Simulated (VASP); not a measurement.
# CdInO4 (P4/mmm) in VASP: a series of runs, part 3 of 3

VASP 6.6.1.

### Step 5. Relaxation of cell and atoms, PBE

This run uses another cell than the first one, of 20.42 Å³/atom.

File INCAR:

```
ALGO     = Normal         # electronic algorithm
EDIFF    = 1E-6           # SCF threshold, eV
EDIFFG   = -0.04          # ionic threshold
ENCUT    = 600            # plane-wave cutoff, eV
GGA      = PE             # functional
IBRION   = 2              # ionic algorithm
ISIF     = 3              # what is computed and relaxed
ISMEAR   = 0              # smearing method
LASPH    = True           # aspherical terms in the spheres
LCHARG   = False          # write CHGCAR
LREAL    = False          # projectors in reciprocal space
LWAVE    = False          # write WAVECAR
NELM     = 80             # most SCF steps
NSW      = 90             # ionic steps
PREC     = Accurate       # precision mode
SIGMA    = 0.1            # smearing width, eV
```

File KPOINTS:

```
k-points
0
Gamma
  4 4 4
```

File POSCAR:

```
CdInO4
1.0
    4.2710756000      0.0000000000      0.0000000000
    0.0000000000      4.2710756000      0.0000000000
    0.0000000000      0.0000000000      6.7159523700
Cd In O
1 1 4
Direct
    0.5000000000      0.5000000000      0.5000000000
    0.0000000000      0.0000000000      0.0000000000
    0.0000000000      0.0000000000      0.6788081900
    0.5000000000      0.0000000000      0.0000000000
    0.0000000000      0.5000000000      0.0000000000
    0.0000000000      0.0000000000      0.3211918100
```

Potentials or basis: VASP PAW PBE potentials, release 64 (Cd, In_d, O).

Started as:

```
> cat potpaw_PBE.64/Cd/POTCAR potpaw_PBE.64/In_d/POTCAR potpaw_PBE.64/O/POTCAR > POTCAR
> mpirun -np 1 vasp_std > vasp.out
```

OUTCAR:

```text
EDIFF = 1E-6
   EDIFFG = -0.04
   ENCUT = 600
   GGA = PE
   IBRION = 2
   ISIF = 3
   ISMEAR = 0
   LASPH = True
   LREAL = False
   NELM = 80
   NSW = 90
   PREC = Accurate

 ion  position               nearest neighbor table
   1  0.500  0.500  0.500-
   2  0.000  0.000  0.000-   4 2.14   5 2.14   5 2.14   4 2.14   3 2.16   6 2.16
   3  0.000  0.000  0.679-   2 2.16
   4  0.500  0.000  0.000-   2 2.14   2 2.14
   5  0.000  0.500  0.000-   2 2.14   2 2.14
   6  0.000  0.000  0.321-   2 2.16

  LATTYP: Found a simple tetragonal cell.
 ALAT       =     4.2710756000
 C/A-ratio  =     1.5724264796

  Lattice vectors:

 A1 = (   4.2710756000,   0.0000000000,   0.0000000000)
 A2 = (   0.0000000000,   4.2710756000,   0.0000000000)
 A3 = (   0.0000000000,   0.0000000000,   6.7159523700)

Analysis of symmetry for initial positions (statically):
=====================================================================
 Subroutine PRICEL returns:
 Original cell was already a primitive cell.

 Routine SETGRP: Setting up the symmetry group for a
 simple tetragonal supercell.

 Subroutine GETGRP returns: Found 16 space group operations
 (whereof 16 operations were pure point group operations)
 out of a pool of 16 trial point group operations.

The static configuration has the point symmetry D_4h.

[... 142 lines left out ...]
   LEPSILON=     F    determine dielectric tensor
   LRPA    =     F    only Hartree local field effects (RPA)
 conjugate gradient relaxation of ions
 non-spin polarized calculation
 Gauss-broadening in eV      SIGMA  =   0.10
  energy-cutoff  :      600.00
  volume of cell :      122.51
 maximum number of plane-waves:      4118
 NGX is ok and might be reduce to    36
   NGX = 17   NGY = 17   NGZ = 27

--------------------------------------- Ionic step        1  -------------------------------------------

 number of electron      49.0000023 magnetization

 Free energy of the ion-electron system (eV)
  ---------------------------------------------------
  ext. energy  EPLUGINS =         0.00000000
  ---------------------------------------------------
  free energy    TOTEN  =       -20.85976079 eV

  energy without entropy =      -20.79101390  energy(sigma->0) =      -20.82538735

 E-fermi :  -0.7776     XC(G=0):  -8.4730

 val. band max:       -0.7971473126   @ k =   0.5000   0.0000   0.2500
 cond. band min:      -0.7558395476   @ k =   0.5000   0.2500   0.0000
 fundamental gap:      0.0413077651
 Fermi energy:        -0.7776046683
[... 1273 lines left out ...]
     28       8.7848      0.00000
     29       9.0278      0.00000

[... ionic steps 4 to 19 ...]

--------------------------------------- Ionic step       20  -------------------------------------------

 number of electron      48.9999996 magnetization

------------------------ aborting loop because EDIFF is reached ----------------------------------------
[... 75 lines left out ...]
--------------------------------------- Ionic step       22  -------------------------------------------

 number of electron      48.9999997 magnetization

 Free energy of the ion-electron system (eV)
  ---------------------------------------------------
  ext. energy  EPLUGINS =         0.00000000
  ---------------------------------------------------
  free energy    TOTEN  =       -23.21214596 eV

  energy without entropy =      -23.14204194  energy(sigma->0) =      -23.17709395

 E-fermi :   1.3134     XC(G=0):  -9.4600

 val. band max:        1.3129396884   @ k =   0.2500   0.0000   0.0000
 cond. band min:       1.3327508206   @ k =   0.5000   0.2500   0.5000
 fundamental gap:      0.0198111322
 Fermi energy:         1.3134281657
[... 607 lines left out ...]
  FREE ENERGIE OF THE ION-ELECTRON SYSTEM (eV)
  ---------------------------------------------------
  free  energy   TOTEN  =       -23.2121459642 eV

  energy  without entropy=      -23.1420419358  energy(sigma->0) =      -23.17709395

 reached required accuracy - stopping structural energy minimisation
```

Wall time 25 min (1 thread of Intel Xeon Platinum 8488C (Sapphire Rapids), shared host); peak memory 0.32 GiB.

Results:

* Free energy: -23.2121 eV
* Relaxed volume: 16.50 Å³/atom
* Relaxed cell: a = 4.063 Å, b = 4.063 Å, c = 5.996 Å, α = 90.00°, β = 90.00°, γ = 90.00°
* Space group after relaxing (to 0.1 Å): P4/mmm (No. 123)
* Pressure after relaxing: -0.1 GPa
* Largest force after relaxing: 0.021 eV/Å
* Band gap on the k mesh: zero (an odd number of electrons rules out a gap without spin polarisation)

Forces in eV/Å, atoms in the order of the input:
```
Cd   0.000  0.000  0.000
In   0.000  0.000  0.000
O    0.000  0.000 -0.021
O    0.000  0.000  0.000
O    0.000  0.000  0.000
O    0.000  0.000  0.021
```

Final structure:
```
Cd In O
1.0
     4.06349    0.00000    0.00000
     0.00000    4.06349    0.00000
     0.00000    0.00000    5.99558
Cd In O
1 1 4
Cartesian
  2.0317 2.0317 2.9978
  0.0000 0.0000 0.0000
  0.0000 0.0000 3.7028
  2.0317 0.0000 0.0000
  4.0635 2.0317 0.0000
  0.0000 0.0000 2.2928
```

Caveat: the k points lie up to 0.39 Å⁻¹ apart in the final cell, too coarse for converged energies and pressures of a metal; the volume moved by over 15 % at a fixed basis, so the end points are rough; spin-orbit coupling is left out, which moves the levels of the heavy elements; an odd number of electrons without spin polarisation forces a metal; a magnetic or distorted state may lie lower.

### Step 6. Relaxation of cell and atoms, PBE

File INCAR:

```
SYSTEM = CdInO4
  PREC = Accurate
  ENCUT = 600
  EDIFF = 1E-6
  ISMEAR = 0
  SIGMA = 0.1
  LREAL = .False.
  LASPH = .True.
  NELM = 60
  ALGO = Normal
  ISIF = 3
  LWAVE = .False.
  LCHARG = .False.
  GGA = PE
  IBRION = 2
  NSW = 100
  EDIFFG = -0.01
```

File KPOINTS:

```
regular mesh
0
Gamma
  10 10 6
  0 0 0
```

File POSCAR:

```
CdInO4
1.0
    4.0598980445      0.0000000000      0.0000000000
    0.0000000000      4.0598980445      0.0000000000
    0.0000000000      0.0000000000      6.0331228475
Cd In O
1 1 4
Direct
    0.5000000000      0.5000000000      0.5000000000
    0.0000000000      0.0000000000      0.0000000000
    0.0000000000      0.0000000000      0.6158829932
    0.5000000000      0.0000000000      0.0000000000
    0.0000000000      0.5000000000      0.0000000000
    0.0000000000      0.0000000000      0.3841170068
```

Potentials or basis: VASP PAW PBE potentials, release 64 (Cd, In_d, O).

Started as:

```
> cat potpaw_PBE.64/Cd/POTCAR potpaw_PBE.64/In_d/POTCAR potpaw_PBE.64/O/POTCAR > POTCAR
> mpirun -np 1 vasp_std > vasp.out
```

It took 18 min on 1 thread of Intel Xeon Platinum 8488C (Sapphire Rapids), shared host; peak memory 0.44 GiB.

The run converged. Its results:

| Property | Result |
| --- | --- |
| Free energy | -23.2163 eV |
| Relaxed volume | 16.40 Å³/atom |
| Relaxed cell | a = 4.030 Å, b = 4.030 Å, c = 6.060 Å, α = 90.00°, β = 90.00°, γ = 90.00° |
| Space group after relaxing (to 0.1 Å) | P4/mmm (No. 123) |
| Energy gained by relaxing | 1.3 meV/atom |
| Ionic steps | 10 |
| Pressure after relaxing | 0.0 GPa |
| Largest force after relaxing | 0.007 eV/Å |
| Band gap on the k mesh | zero (an odd number of electrons rules out a gap without spin polarisation) |

Forces on the atoms (eV/Å):
```
Cd   0.000  0.000  0.000
In   0.000  0.000  0.000
O    0.000  0.000  0.007
O    0.000  0.000  0.000
O    0.000  0.000  0.000
O    0.000  0.000 -0.007
```

Step by step:
```
step  energy change (eV)  largest force (eV/Å)  pressure (GPa)  volume (Å³)
   1              0.0000                0.3646           -0.36        99.44
   2             -0.0047                0.2564           -0.73        98.91
   3             -0.0056                0.0886           -0.65        99.07
   4             -0.0077                0.0036            0.14        98.02
   5             -0.0077                0.0137            0.06        98.14
   6             -0.0077                0.0157            0.05        98.16
   7             -0.0078                0.0018            0.04        98.21
   8             -0.0079                0.0396            0.03        98.35
   9             -0.0080                0.0103           -0.03        98.40
  10             -0.0080                0.0071           -0.04        98.41
```

Final structure:
```cif
data_structure
_symmetry_space_group_name_H-M 'P 1'
_symmetry_Int_Tables_number 1
_cell_length_a 4.0296
_cell_length_b 4.0296
_cell_length_c 6.0604
_cell_angle_alpha 90.000
_cell_angle_beta 90.000
_cell_angle_gamma 90.000
_cell_volume 98.41
loop_
_atom_site_label
_atom_site_type_symbol
_atom_site_fract_x
_atom_site_fract_y
_atom_site_fract_z
_atom_site_occupancy
Cd1 Cd 0.50000 0.50000 0.50000 1
In1 In 0.00000 0.00000 0.00000 1
O1 O 0.00000 0.00000 0.61774 1
O2 O 0.50000 0.00000 0.00000 1
O3 O 0.00000 0.50000 0.00000 1
O4 O 0.00000 0.00000 0.38226 1
```

Levels at points of the mesh, in eV from the Fermi level:
```
           k point  band 23  band 24  band 25  band 26  band 27  band 28
(0.00, 0.00, 0.00)    -0.51    -0.51    -0.13    -0.13     4.04     4.32
(0.50, 0.00, 0.00)    -0.62    -0.14     0.12     0.94     3.55     4.02
(0.50, 0.50, 0.00)     0.18     0.37     0.39     0.61     3.56     5.43
(0.00, 0.00, 0.50)    -0.51    -0.47    -0.09    -0.09     1.80     4.60
(0.50, 0.00, 0.50)    -0.61    -0.47    -0.11     1.03     3.90     4.34
(0.50, 0.50, 0.50)    -0.41    -0.01     0.39     0.61     4.94     5.83
```

Caveat: spin-orbit coupling is left out, which moves the levels of the heavy elements; an odd number of electrons without spin polarisation forces a metal; a magnetic or distorted state may lie lower.

### Step 7. The runs side by side

```tsv
task	cell	k mesh	cutoff (eV)	gap on the mesh (eV)	pressure (GPa)	relaxed volume (Å³/atom)	largest force (eV/Å)
single point	a = 4.060, b = 4.060, c = 6.033 Å, 6 atoms, atomic positions A	4 × 4 × 4	520	none	0.3	-	0.31
single point	a = 4.271, b = 4.271, c = 6.716 Å, 6 atoms, atomic positions B	4 × 4 × 4	520	none	-8.6	-	0.89
single point	a = 4.029, b = 4.029, c = 6.071 Å, 6 atoms, atomic positions C	10 × 10 × 6	520	none	0.3	-	0.27
relaxation of cell and atoms	relaxed from a = 4.271, b = 4.271, c = 6.716 Å, 6 atoms, atomic positions B	4 × 4 × 4	600	none	-0.1	16.50	0.02
relaxation of cell and atoms	relaxed from a = 4.060, b = 4.060, c = 6.033 Å, 6 atoms, atomic positions A	10 × 10 × 6	600	none	0.0	16.40	0.01
```

Alike in all rows: level PBE; potentials or basis VASP PAW PBE potentials, release 64 (Cd, In_d, O); no spin polarisation; smearing gaussian 0.1 eV.

Caveats: some runs use coarse meshes; spin-orbit coupling is left out, which moves the levels of the heavy elements; an odd number of electrons without spin polarisation forces a metal; a magnetic or distorted state may lie lower; the volume moved by over 15 % at a fixed basis, so the end points are rough (at least some runs).

Absolute energies hang on the potentials; compare differences alone.

The gap in the log of VASP goes by the Fermi energy; the results here count the filled bands.